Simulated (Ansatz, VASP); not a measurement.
# MgO in VASP and in Ansatz

INCAR

```
ALGO = Normal ; EDIFF = 1E-6
ENCUT = 520 ; GGA = PE
ISIF = 2 ; ISMEAR = 0
LASPH = T ; LCHARG = F
LREAL = F ; LWAVE = F
NBANDS = 16 ; NELM = 60
PREC = Accurate ; SIGMA = 0.05
```

Contents of KPOINTS:

```
k-points
0
Gamma
  6 6 6
```

POSCAR

```
MgO
1.0
    3.5909691986      0.0000000000      0.0000000000
   -1.7954845993      3.1098705502      0.0000000000
    0.0000000000      0.0000000000      4.1780412200
Mg O
2 2
Direct
    0.6666666667      0.3333333333      0.7500000000
    0.3333333333      0.6666666667      0.2500000000
    0.6666666667      0.3333333333      0.2500000000
    0.3333333333      0.6666666667      0.7500000000
```

Input for Ansatz:

```yaml
crystal:
  lattice:
    - [3.5909691986, 0.0, 0.0]
    - [-1.7954845993, 3.1098705502, 0.0]
    - [0.0, 0.0, 4.17804122]
  atoms:
    - { symbol: Mg, position: [0.6666666667, 0.3333333333, 0.75] }
    - { symbol: Mg, position: [0.3333333333, 0.6666666667, 0.25] }
    - { symbol: O, position: [0.6666666667, 0.3333333333, 0.25] }
    - { symbol: O, position: [0.3333333333, 0.6666666667, 0.75] }
basis:
  ecutwfc: 420
kpoints:
  mp_grid: { grid: [6, 6, 6] }
hamiltonian:
  xc: pbe
scf:
  occupations: { method: gaussian, width: 0.05 }
output:
  forces: true
  stress: true
  eigenvalues: true
```

Change from the starting cell: strain +0.030 along x and y, +0.000 along z, atoms carried along.

Alike in both runs: task single point; functional PBE; k mesh 6 × 6 × 6; occupations gaussian, width 0.05 eV; no spin polarisation.

|  | VASP | Ansatz |
| --- | --- | --- |
| version | VASP 6.6.1 | Ansatz 0.2.0 |
| potentials or method | VASP PAW PBE potentials, release 64 (Mg, O), cutoff 520 eV | scalar-relativistic, plane waves, PAW |
| valence electrons in the cell | 16 | 32 |

```tsv
	VASP	Ansatz	Ansatz less VASP
gap on the k mesh at the Fermi level (eV)	3.19	3.21	+0.017
least direct gap on the mesh (eV)	3.19	3.21	+0.017
pressure (GPa)	-3.1	-2.6	+0.51
traceless stress, the component that is largest in VASP (GPa)	3.03	3.10	+0.075
```

With one functional, cell and mesh, what is left measures potentials, basis and numerics. VASP's potentials hold 16 valence electrons a cell and Ansatz's 32, so a difference there can come from the potentials and not from the codes.
